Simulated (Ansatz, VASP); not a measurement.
# AlN in VASP and in Ansatz

INCAR

```
PREC     = Accurate       # precision mode
ENCUT    = 520            # plane-wave cutoff, eV
EDIFF    = 1E-6           # SCF threshold, eV
ISMEAR   = 0              # smearing method
SIGMA    = 0.05           # smearing width, eV
LREAL    = False          # projectors in reciprocal space
LASPH    = True           # aspherical terms in the spheres
NELM     = 100            # most SCF steps
ALGO     = Normal         # electronic algorithm
ISIF     = 2              # what is computed and relaxed
LWAVE    = False          # write WAVECAR
LCHARG   = True           # write CHGCAR
GGA      = CA             # functional
LELF     = True           # ELF
LVHAR    = True         
NBANDS   = 26             # bands
```

The input KPOINTS:

```
regular mesh
0
Gamma
  8 8 3
```

The input POSCAR:

```
AlN
1.0
   -3.0886152975      0.0000000000      0.0000000000
   -1.5443076488     -2.6748193102      0.0000000000
   -0.1286923041     -0.2229016092     11.0871685333
Al N
4 4
Direct
    0.3333333333      0.2661156317      0.8066124197
    0.3333333333      0.3032725807      0.3607290319
    0.6666666667      0.6551843885      0.1377873380
    0.6666666667      0.6180274395      0.5836707258
    0.3333333333      0.3262371370      0.0851543558
    0.3333333333      0.2890801880      0.5310377436
    0.6666666667      0.6409919959      0.3080960497
    0.6666666667      0.6038350469      0.7539794375
```

Input for Ansatz:

```yaml
crystal:
  lattice:
    - [-3.0886152975, 0.0, 0.0]
    - [-1.5443076488, -2.6748193102, 0.0]
    - [-0.1286923041, -0.2229016092, 11.0871685333]
  atoms:
    - { symbol: Al, position: [0.3333333333, 0.2661156317, 0.8066124197] }
    - { symbol: Al, position: [0.3333333333, 0.3032725807, 0.3607290319] }
    - { symbol: Al, position: [0.6666666667, 0.6551843885, 0.137787338] }
    - { symbol: Al, position: [0.6666666667, 0.6180274395, 0.5836707258] }
    - { symbol: "N", position: [0.3333333333, 0.326237137, 0.0851543558] }
    - { symbol: "N", position: [0.3333333333, 0.289080188, 0.5310377436] }
    - { symbol: "N", position: [0.6666666667, 0.6409919959, 0.3080960497] }
    - { symbol: "N", position: [0.6666666667, 0.6038350469, 0.7539794375] }
basis:
  ecutwfc: 520.0
kpoints:
  mp_grid: { grid: [8, 8, 3] }
hamiltonian:
  xc: lda
  pseudopotentials: { kind: paw, azcp: { folder: soft_1 } }
scf:
  occupations: { method: gaussian, width: 0.05 }
output:
  forces: true
  stress: true
  eigenvalues: true
```

Alike in both runs: task single point; functional LDA; k mesh 8 × 8 × 3; occupations gaussian, width 0.05 eV; no spin polarisation.

|  | VASP | Ansatz |
| --- | --- | --- |
| version | VASP 6.6.1 | Ansatz 0.2.0 |
| potentials or method | VASP PAW LDA potentials, release 64 (Al, N), cutoff 520 eV | scalar-relativistic, plane waves, PAW |
| valence electrons in the cell | 32 | 32 |

```csv
,VASP,Ansatz,Ansatz less VASP
gap on the k mesh at the Fermi level (eV),0.56,0.55,-0.010
least direct gap on the mesh (eV),0.56,0.55,-0.010
pressure (GPa),-3.7,-4.3,-0.53
"traceless stress, the component that is largest in VASP (GPa)",-6.79,-6.56,+0.234
rms of the force components (eV/Å),0.758,0.761,+0.0029
```

Ansatz warns that its potentials were made for another functional, while VASP's fit it. LDA's correlation is that of Perdew and Zunger in VASP and of Perdew and Wang (1992) in Ansatz. Atom by atom the forces differ by 0.011 eV/Å (rms over components).
